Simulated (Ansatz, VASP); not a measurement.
One calculation of Ge, two programs

```
Ge
1.0
     4.00312    0.00000    0.00000
    -2.00156    3.46680    0.00000
     0.00000    0.00000   13.15671
Ge
8
Direct
  0.00000 0.00000 0.40685
  0.00000 0.00000 0.59315
  0.00000 0.00000 0.90685
  0.00000 0.00000 0.09315
  0.33333 0.66667 0.34406
  0.66667 0.33333 0.65594
  0.66667 0.33333 0.84406
  0.33333 0.66667 0.15594
```

Alike in both runs: task single point; functional PBEsol; k mesh 6 × 6 × 2; occupations gaussian, width 0.1 eV; no spin polarisation.

|  | VASP | Ansatz |
| --- | --- | --- |
| version | VASP 6.6.1 | Ansatz 0.2.0 |
| potentials or method | VASP PAW PBE potentials, release 64 (Ge_d), cutoff 520 eV | scalar-relativistic, plane waves, PAW |
| valence electrons in the cell | 112 | 112 |

VASP gave:

* gap on the k mesh at the Fermi level (eV): 0.05
* least direct gap on the mesh (eV): 0.05
* pressure (GPa): 0.0
* traceless stress, the component that is largest in VASP (GPa): -0.36
* rms of the force components (eV/Å): 0.007

Problem. What did Ansatz give for the same quantities?

Solution. gap on the k mesh at the Fermi level (eV): 0.05; least direct gap on the mesh (eV): 0.05; pressure (GPa): 0.1; traceless stress, the component that is largest in VASP (GPa): -0.37; rms of the force components (eV/Å): 0.006.

VASP's potentials were made for PBE, not for PBEsol, and Ansatz warns of the same on its side. Atom by atom the forces differ by 0.001 eV/Å (rms over components). The functional is the same, so the differences come from potentials, cutoffs and numerics.
